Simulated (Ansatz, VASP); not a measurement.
**One calculation of Cu, two programs**

File POSCAR:

```
Cu
1.0
    2.5170887971      0.0000000000      0.0000000000
   -1.2585443986      2.1798628419      0.0000000000
    0.0000000000      0.0000000000      4.0849690207
Cu
2
Direct
    0.6666666667      0.3333333333      0.7500000000
    0.3333333333      0.6666666667      0.2500000000
```

Contents of INCAR.step1:

```
SYSTEM = Cu
PREC = Accurate
ENCUT = 520
EDIFF = 1E-5
ISMEAR = -1
SIGMA = 0.05
LREAL = .False.
LASPH = .True.
NELM = 60
ALGO = Normal
ISIF = 2
LWAVE = .True.
LCHARG = .False.
NBANDS = 18
GGA = PE
```

The input INCAR.step2:

```
SYSTEM = Cu
PREC = Accurate
ENCUT = 520
EDIFF = 1E-6
ISMEAR = -1
SIGMA = 0.05
LREAL = .False.
LASPH = .True.
NELM = 60
ALGO = Normal
ISIF = 2
LWAVE = .False.
LCHARG = .False.
GGA = PE
LHFCALC = .True.
AEXX = 0.25
PRECFOCK = Normal
NBANDS = 18
ISTART = 1
```

Contents of KPOINTS:

```
regular mesh
0
Gamma
  6 6 4
  0 0 0
```

Contents of input.yaml:

```yaml
crystal:
  lattice:
    - [2.5170887971, 0.0, 0.0]
    - [-1.2585443986, 2.1798628419, 0.0]
    - [0.0, 0.0, 4.0849690207]
  atoms:
    - { symbol: Cu, position: [0.6666666667, 0.3333333333, 0.75] }
    - { symbol: Cu, position: [0.3333333333, 0.6666666667, 0.25] }
hamiltonian:
  xc: pbe0
  pseudopotentials: { kind: paw }
kpoints:
  mp_grid: { grid: [6, 6, 4] }
scf:
  occupations: { method: fermi_dirac, width: 0.05 }
output:
  forces: true
  stress: true
  eigenvalues: true
```

Alike in both runs: task single point; functional PBE0; k mesh 6 × 6 × 4; occupations fermi-dirac, width 0.05 eV; no spin polarisation.

|  | VASP | Ansatz |
| --- | --- | --- |
| version | VASP 6.6.1 | Ansatz 0.2.0 |
| potentials or method | VASP PAW PBE potentials, release 64 (Cu) | Ansatz PAW |
| plane-wave cutoff (eV) | 520 | 420 |
| valence electrons in the cell | 22 | 38 |

```csv
,VASP,Ansatz,Ansatz less VASP
gap on the k mesh at the Fermi level (eV),none,none,-
pressure (GPa),11.7,11.7,0.00
"traceless stress, the component that is largest in VASP (GPa)",-1.98,-1.96,+0.030
```

A gap of «none» marks a metal or a gap that the smearing closes. With one functional, cell and mesh, what is left measures potentials, basis and numerics. VASP's potentials hold 22 valence electrons a cell and Ansatz's 38, so a difference there can come from the potentials and not from the codes.

The k mesh is coarse, so the values compare programs but aren't converged.
